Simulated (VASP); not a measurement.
Here is a VASP 6.6.1 calculation.

INCAR

```
SYSTEM = LiB108N108
  PREC = Accurate
  ENCUT = 520
  EDIFF = 1E-6
  ISMEAR = -1
  SIGMA = 0.01
  LREAL = Auto
  LASPH = .True.
  NELM = 100
  ALGO = Normal
  ISIF = 2
  LWAVE = .False.
  LCHARG = .True.
  GGA = PE
  LELF = .True.
  LVHAR = .True.
  NELECT = 866.0
  NBANDS = 548
  LUSENCCL = .False.
```

Contents of KPOINTS:

```
regular mesh
0
Gamma
  1 1 1
  0 0 0
```

The input POSCAR:

```
LiB108N108
1.0
   11.1975469263      6.4649067321      0.0000000000
  -11.1975469263      6.4649067321      0.0000000000
    0.0000000000      0.0000000000     12.9909657500
B N Li
108 108 1
Direct
   -0.0003900810      0.2220216325      0.1251430511
    0.1107347110      0.1108290824      0.1243728416
    0.2219377369     -0.0002850768      0.1251819199
    0.0002613167      0.1113877747      0.3750415980
    0.1113875312      0.0002556033      0.3750511090
    0.2222150049      0.2222118012      0.3754074457
[... 209 lines left out ...]
    0.8885242957      0.8891405125      0.6255625363
    0.6663962808      0.6664333514      0.2497490047
```

Potentials or basis: VASP PAW PBE potentials, release 64 (B, N, Li_sv).

Run with:

```sh
$ cat potpaw_PBE.64/B/POTCAR potpaw_PBE.64/N/POTCAR potpaw_PBE.64/Li_sv/POTCAR > POTCAR
$ mpirun -np 1 vasp_gam > vasp.out
```

Q: What does it give for the largest force?

A: 0.011 eV/Å.

Caveat: the k points lie up to 0.56 Å⁻¹ apart; the cell carries a net charge on a neutralising background, which shifts energy and pressure.
